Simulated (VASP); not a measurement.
# AlN in VASP: notebook

AlN is run at these levels: PBE; tasks: single point.

All numbers are computed with VASP 6.6.1; they aren't measurements. Logs are shortened: lines on timing, memory, paths and dates and some standing lists are left out, and cuts for length are marked.

## (1) The cell of the first run

The typed cell holds 8 atoms: a = 3.111 Å, b = 3.111 Å, c = 10.117 Å, α = 81.16°, β = 81.16°, γ = 60.00°.

## (2) Single point, PBE

Contents of INCAR:

```
SYSTEM = AlN
PREC = Accurate
ENCUT = 520
EDIFF = 1E-7
ISMEAR = 0
SIGMA = 0.05
LREAL = .FALSE.
LASPH = .TRUE.
NELM = 80
ALGO = Normal
ISIF = 2
LWAVE = .FALSE.
LCHARG = .FALSE.
GGA = PE
NBANDS = 26
```

Contents of KPOINTS:

```
regular mesh
0
G
  8 8 3
  0 0 0
```

Contents of POSCAR:

```
AlN
1.0
   -3.1110021516      0.0000000000      0.0000000000
   -1.5555010758     -2.6942068945      0.0000000000
   -1.5553455257     -0.8979791579      9.9560000000
Al N
4 4
Direct
    0.0321134583      0.0321134583      0.9037500000
    0.1987634583      0.1987634583      0.4037500000
    0.6154217917      0.6154217917      0.1537500000
    0.4487717917      0.4487717917      0.6537500000
    0.3012532083      0.3012532083      0.0962500000
    0.1346032083      0.1346032083      0.5962500000
    0.5512615417      0.5512615417      0.3462500000
    0.3846115417      0.3846115417      0.8462500000
```

Potentials or basis: VASP PAW PBE potentials, release 64 (Al, N).

Run with:

```
$ cat potpaw_PBE.64/Al/POTCAR potpaw_PBE.64/N/POTCAR > POTCAR
$ mpirun -np 1 vasp_std > vasp.out
```

OUTCAR:

```text
SYSTEM = AlN
   PREC = Accurate
   ENCUT = 520
   EDIFF = 1E-7
   ISMEAR = 0
   LREAL = .FALSE.
   LASPH = .TRUE.
   NELM = 80
   ISIF = 2
   GGA = PE

 ion  position               nearest neighbor table
   1  0.032  0.032  0.904-   8 1.89   8 1.89   8 1.89   3 3.07   3 3.07   4 3.07   4 3.07   4 3.07
                             3 3.07
   2  0.199  0.199  0.404-   7 1.89   7 1.89   7 1.89   6 1.92   3 3.07   4 3.07   4 3.07   3 3.07
                             4 3.07   3 3.07
   3  0.615  0.615  0.154-   5 1.89   5 1.89   5 1.89   7 1.92   1 3.07   1 3.07   2 3.07   2 3.07
                             2 3.07   1 3.07
   4  0.449  0.449  0.654-   6 1.89   6 1.89   6 1.89   8 1.92   1 3.07   2 3.07   2 3.07   1 3.07
                             2 3.07   1 3.07
   5  0.301  0.301  0.096-   3 1.89   3 1.89   3 1.89
   6  0.135  0.135  0.596-   4 1.89   4 1.89   4 1.89   2 1.92
   7  0.551  0.551  0.346-   2 1.89   2 1.89   2 1.89   3 1.92
   8  0.385  0.385  0.846-   1 1.89   1 1.89   1 1.89   4 1.92

  LATTYP: Found a base centered monoclinic cell.
 ALAT       =     5.3884137890
 B/A-ratio  =     0.5773502692
 C/A-ratio  =     1.8774893114
 COS(beta)  =    -0.1775243129

  Lattice vectors:

 A1 = (   3.1110021516,   0.0000000000,   0.0000000000)
 A2 = (   1.5555010758,   2.6942068945,   0.0000000000)
 A3 = (  -1.5553455257,  -0.8979791579,   9.9560000000)

Analysis of symmetry for initial positions (statically):
=====================================================================
 Subroutine PRICEL returns:
 Original cell was already a primitive cell.

 Routine SETGRP: Setting up the symmetry group for a
 base centered monoclinic supercell.

 Subroutine GETGRP returns: Found  2 space group operations
 (whereof  2 operations were pure point group operations)
 out of a pool of  4 trial point group operations.

The static configuration has the point symmetry C_1h.

Analysis of symmetry for dynamics (positions and initial velocities):
=====================================================================
 Subroutine PRICEL returns:
 Original cell was already a primitive cell.

 Routine SETGRP: Setting up the symmetry group for a
 base centered monoclinic supercell.

 Subroutine GETGRP returns: Found  2 space group operations
 (whereof  2 operations were pure point group operations)
 out of a pool of  4 trial point group operations.

The dynamic configuration has the point symmetry C_1h.

 Subroutine INISYM returns: Found  2 space group operations
 (whereof  2 operations are pure point group operations),
 and found     1 'primitive' translations

----------------------------------------------------------------------------------------

                                     Primitive cell

  volume of cell :      83.4480

  direct lattice vectors                    reciprocal lattice vectors
    -3.111002152  0.000000000  0.000000000    -0.321439829  0.185583372 -0.033477300
    -1.555501076 -2.694206895  0.000000000     0.000000000 -0.371166744 -0.033477300
    -1.555345526 -0.897979158  9.956000000     0.000000000  0.000000000  0.100441945

  length of vectors
     3.111002152  3.111002152 10.116689294     0.372673424  0.372673424  0.100441945

  position of ions in fractional coordinates (direct lattice)
     0.032113458  0.032113458  0.903750000
     0.198763458  0.198763458  0.403750000
     0.615421792  0.615421792  0.153750000
     0.448771792  0.448771792  0.653750000
     0.301253208  0.301253208  0.096250000
     0.134603208  0.134603208  0.596250000
     0.551261542  0.551261542  0.346250000
     0.384611542  0.384611542  0.846250000

  ion indices of the primitive-cell ions
   primitive index   ion index
                 1           1
                 2           2
                 3           3
                 4           4
                 5           5
                 6           6
                 7           7
                 8           8

[... 23 lines left out ...]
|           W    W    AA    RRRRR   N    N  II  N    N   GGGG   !!!           |
|           W    W   A  A   R    R  NN   N  II  NN   N  G    G  !!!           |
|           W    W  A    A  R    R  N N  N  II  N N  N  G       !!!           |
|           W WW W  AAAAAA  RRRRR   N  N N  II  N  N N  G  GGG   !            |
|           WW  WW  A    A  R   R   N   NN  II  N   NN  G    G                |
|           W    W  A    A  R    R  N    N  II  N    N   GGGG   !!!           |
|                                                                             |
|     Your reciprocal lattice and k-lattice belong to different lattice       |
|     classes:                                                                |
|                                                                             |
|        The reciprocal lattice is rhombohedral (trigonal),                   |
|        whereas your k-lattice is base-centered monoclinic.                  |
|                                                                             |
|     Results are often still useful ...                                      |
|                                                                             |
 -----------------------------------------------------------------------------

 WARNING: IBZKPT: internal override: KBLOWUP is changed to .FALSE.
      ... skipping the blow-up phase ...

 Subroutine IBZKPT returns following result:
 ===========================================

 Found     57 irreducible k-points:

 Following reciprocal coordinates:
            Coordinates               Weight
  0.000000  0.000000  0.000000      1.000000
  0.125000  0.000000  0.000000      4.000000
  0.250000  0.000000  0.000000      4.000000
  0.375000  0.000000  0.000000      4.000000
  0.500000  0.000000  0.000000      2.000000
  0.125000  0.125000 -0.000000      2.000000
[... 16 lines left out ...]
  0.125000  0.000000  0.333333      4.000000
  0.250000  0.000000  0.333333      4.000000
 [... further k-points ...]
   k-points           NKPTS =     57   k-points in BZ     NKDIM =     57   number of bands    NBANDS=     26
   number of dos      NEDOS =    301   number of ions     NIONS =      8
   total plane-waves  NPLWV =  46080
   dimension x,y,z NGX =    24 NGY =   24 NGZ =   80
   dimension x,y,z NGXF=    48 NGYF=   48 NGZF=  160
   ions per type =               4   4
   NGX,Y,Z   is equivalent  to a cutoff of  12.83, 12.83, 13.15 a.u.
   NGXF,Y,Z  is equivalent  to a cutoff of  25.65, 25.65, 26.29 a.u.
 SYSTEM =  AlN
   PREC   = accura    normal or accurate (medium, high low for compatibility)
   ISTART =      0    job   : 0-new  1-cont  2-samecut
   ICHARG =      2    charge: 1-file 2-atom 10-const
   ISPIN  =      1    spin polarized calculation?
   LNONCOLLINEAR =      F non collinear calculations
   LSORBIT =      F    spin-orbit coupling
   LASPH  =      T    aspherical Exc in radial PAW
   ENCUT  =  520.0 eV  38.22 Ry    6.18 a.u.   5.78  5.78 18.81*2*pi/ulx,y,z
   NELM   =     80;   NELMIN=  2; NELMDL= -5     # of ELM steps
   EDIFF  = 0.1E-06   stopping-criterion for ELM
   LREAL  =      F    real-space projection
   EDIFFG = 0.1E-05   stopping-criterion for IOM
   NSW    =      0    number of steps for IOM
   IBRION =     -1    ionic relax: 0-MD 1-quasi-New 2-CG
   NFREE  =      0    steps in history (QN), initial steepest desc. (CG)
   ISIF   =      2    stress and relaxation
   ISYM   =      2    0-nonsym 1-usesym 2-fastsym
   POTIM  = 0.5000    time-step for ionic-motion
   TEBEG  =    0.0;   TEEND  =   0.0 temperature during run
   PSTRESS=    0.0 pullay stress
   NELECT =      32.0000    total number of electrons
   NUPDOWN=      -1.0000    fix difference up-down
   EMIN   =  10.00;   EMAX   =-10.00  energy-range for DOS
   EFERMI =   0.00;   METHOD = LEGACY
   ISMEAR =     0;   SIGMA  =   0.05  broadening in eV -4-tet -1-fermi 0-gaus
   EFERMI_NEDOS =   21; number of points for ismear=-14 and -15
   IALGO  =     38    algorithm
   IMIX   =      4    mixing-type and parameters
     AMIX     =   0.40;   BMIX     =  1.00
     AMIX_MAG =   1.60;   BMIX_MAG =  1.00
  volume/ion in A,a.u.               =      10.43        70.39
  Fermi-wavevector in a.u.,A,eV,Ry     =   1.189377  2.247596 19.247033  1.414617
  Thomas-Fermi vector in A             =   2.325485
   LORBIT       =      0    0 simple, 1 ext, 2 COOP (PROOUT), +10 PAW based schemes
   GGA     = PE    functional components
   LHFCALC =     F    Hartree Fock is set to
   AEXX    =    0.0000 exact exchange contribution
   IVDW    =     0    specifies the selected vdW correction
   LEPSILON=     F    determine dielectric tensor
   LRPA    =     F    only Hartree local field effects (RPA)
 non-spin polarized calculation
 Gauss-broadening in eV      SIGMA  =   0.05
  energy-cutoff  :      520.00
  volume of cell :       83.45
 maximum number of plane-waves:      2272
   NGX = 11   NGY = 11   NGZ = 37

 number of electron      32.0000001 magnetization

 Free energy of the ion-electron system (eV)
  ---------------------------------------------------
  ext. energy  EPLUGINS =         0.00000000
  ---------------------------------------------------
  free energy    TOTEN  =       -57.56229446 eV

  energy without entropy =      -57.56229446  energy(sigma->0) =      -57.56229446

 E-fermi :   7.1145     XC(G=0): -10.9607

 val. band max:        6.9011012907   @ k =   0.1250   0.0000   0.0000
 cond. band min:       9.4906802730   @ k =   0.0000   0.0000   0.0000
 fundamental gap:      2.5895789823
 Fermi energy:         7.1145318861

 k-point     1 :       0.0000    0.0000    0.0000
  band No.  band energies     occupation
      1      -8.9670      2.00000
      2      -8.0553      2.00000
      3      -7.9613      2.00000
      4      -6.6806      2.00000
      5       0.2904      2.00000
      6       2.8909      2.00000
[... 685 lines left out ...]
     25      17.2621      0.00000
     26      17.7816      0.00000

 [... further k-points ...]
[... 5 lines left out ...]
  --------------------------------------------------------------------------------------
  -------------------------------------------------------------------------------------
  Total       -0.7562548     -0.7556598      6.7421659     -0.0005153      0.0007179      0.0012434
  in kB      -14.5198656    -14.5084410    129.4475613     -0.0098940      0.0137830      0.0238728
  external PRESSURE =      33.4730849 kB  Pullay stress =       0.0000000 kB

 VOLUME and BASIS-vectors are now :
 -----------------------------------------------------------------------------
  energy-cutoff  :      520.00
  volume of cell :       83.45
      direct lattice vectors                 reciprocal lattice vectors
    -3.111002152  0.000000000  0.000000000    -0.321439829  0.185583372 -0.033477300
    -1.555501076 -2.694206895  0.000000000     0.000000000 -0.371166744 -0.033477300
    -1.555345526 -0.897979158  9.956000000     0.000000000  0.000000000  0.100441945

 POSITION                                       TOTAL-FORCE (eV/Angst)
 -----------------------------------------------------------------------------------
     -1.55550     -0.89807      8.99774        -0.000156     -0.000090      0.147647
     -1.55550     -0.89807      4.01974         0.000004      0.000002     -0.047078
     -3.11100     -1.79614      1.53074        -0.000069     -0.000040      1.052839
     -3.11100     -1.79614      6.50874        -0.000024     -0.000014     -0.178540
     -1.55550     -0.89807      0.95826         0.000512      0.000296      0.719498
     -1.55550     -0.89807      5.93626        -0.000027     -0.000016     -0.058862
     -3.11100     -1.79614      3.44726         0.000039      0.000022      0.011765
     -3.11100     -1.79614      8.42526        -0.000278     -0.000160     -1.647268
 -----------------------------------------------------------------------------------
    total drift:                               -0.000030     -0.000017     -0.000766

  FREE ENERGIE OF THE ION-ELECTRON SYSTEM (eV)
  ---------------------------------------------------
  free  energy   TOTEN  =       -57.5622944622 eV

  energy  without entropy=      -57.5622944622  energy(sigma->0) =      -57.56229446
```

It took 3.5 min on 1 thread of AMD EPYC 7R13, shared host; peak memory 0.22 GiB.

What came out:

```yaml
Free_energy: -57.5623 eV
Pressure: 3.3 GPa
Largest_force: 1.647 eV/Å
Band_gap_on_the_k_mesh: 2.59 eV, indirect (least direct gap 2.62 eV)
```

Forces on the atoms (eV/Å):
```
Al   0.000  0.000  0.148
Al   0.000  0.000 -0.047
Al   0.000  0.000  1.053
Al   0.000  0.000 -0.179
N    0.001  0.000  0.719
N    0.000  0.000 -0.059
N    0.000  0.000  0.012
N    0.000  0.000 -1.647
```

Levels at points of the mesh, in eV from the valence-band top:
| k point | band 12 | band 13 | band 14 | band 15 | band 16 | band 17 | band 18 | band 19 | band 20 | band 21 |
| --- | --- | --- | --- | --- | --- | --- | --- | --- | --- | --- |
| (0.00, 0.00, 0.00) | -0.95 | -0.95 | -0.84 | -0.84 | -0.03 | 2.59 | 5.12 | 5.77 | 6.38 | 9.06 |
| (0.50, 0.00, 0.00) | -2.35 | -2.21 | -1.69 | -1.49 | -0.50 | 3.46 | 3.97 | 5.13 | 5.41 | 5.89 |
| (0.50, 0.50, 0.00) | -2.14 | -2.12 | -1.86 | -1.32 | -0.17 | 3.11 | 3.67 | 5.19 | 5.70 | 6.46 |

Caveat: forces of over 1 eV/Å act on the atoms, so gaps and moduli don't describe the material at rest. A k mesh can miss the band edges.

## (3) Single point, PBE

This run uses another cell than the first one, of the same volume but with other edges.

Contents of INCAR:

```
SYSTEM = AlN
  PREC = Accurate
  ENCUT = 520
  EDIFF = 1E-6
  ISMEAR = 0
  SIGMA = 0.05
  LREAL = .FALSE.
  LASPH = .TRUE.
  NELM = 100
  ALGO = Normal
  ISIF = 2
  LWAVE = .FALSE.
  LCHARG = .FALSE.
  GGA = PE
  NBANDS = 26
```

KPOINTS is that of step 2.

Contents of POSCAR:

```
AlN
1.0
   -3.1110021516      0.0000000000      0.0000000000
   -1.5555010758     -2.6942068945      0.0000000000
   -3.1111577017     -1.7962277366      9.9560000000
Al N
4 4
Direct
   -0.2691967917     -0.2691967917      0.9037500000
    0.0641532083      0.0641532083      0.4037500000
    0.5641615417      0.5641615417      0.1537500000
    0.2308115417      0.2308115417      0.6537500000
    0.2691634583      0.2691634583      0.0962500000
   -0.0641865417     -0.0641865417      0.5962500000
    0.4358217917      0.4358217917      0.3462500000
    0.1024717917      0.1024717917      0.8462500000
```

Potentials or basis: VASP PAW PBE potentials, release 64 (Al, N).

Run with:

```
$ cat potpaw_PBE.64/Al/POTCAR potpaw_PBE.64/N/POTCAR > POTCAR
$ mpirun -np 1 vasp_std > vasp.out
```

Wall time 2.9 min (1 thread of AMD EPYC 7R13, shared host); peak memory 0.22 GiB.

The run converged. Its results:

* Free energy: -57.9805 eV
* Pressure: 2.5 GPa
* Largest force: 2.299 eV/Å
* Band gap on the k mesh: 2.91 eV, indirect (least direct gap 3.34 eV)

Forces in eV/Å, atoms in the order of the input:
```
Al   0.000  0.000 -1.016
Al   0.000  0.000  0.154
Al   0.000  0.000  2.299
Al   0.000  0.000  0.197
N    0.000  0.000 -0.899
N    0.000  0.000 -0.217
N    0.000  0.000 -0.172
N    0.000  0.000 -0.345
```

Stress tensor (GPa, compression positive):
```
-1.17  0.00  0.00
 0.00 -1.17  0.00
 0.00  0.00  9.98
```

Levels at points of the mesh, in eV from the valence-band top:
| k point | band 12 | band 13 | band 14 | band 15 | band 16 | band 17 | band 18 | band 19 | band 20 | band 21 |
| --- | --- | --- | --- | --- | --- | --- | --- | --- | --- | --- |
| (0.00, 0.00, 0.00) | -0.83 | -0.83 | -0.54 | -0.54 | 0.00 | 3.34 | 5.49 | 6.26 | 6.42 | 9.37 |
| (0.50, 0.00, 0.00) | -1.84 | -1.83 | -1.76 | -1.02 | -0.94 | 3.00 | 5.24 | 5.49 | 6.49 | 7.24 |
| (0.50, 0.50, 0.00) | -1.84 | -1.83 | -1.76 | -1.02 | -0.94 | 3.00 | 5.24 | 5.49 | 6.49 | 7.24 |

Caveat: forces of over 1 eV/Å act on the atoms, so gaps and moduli don't describe the material at rest.
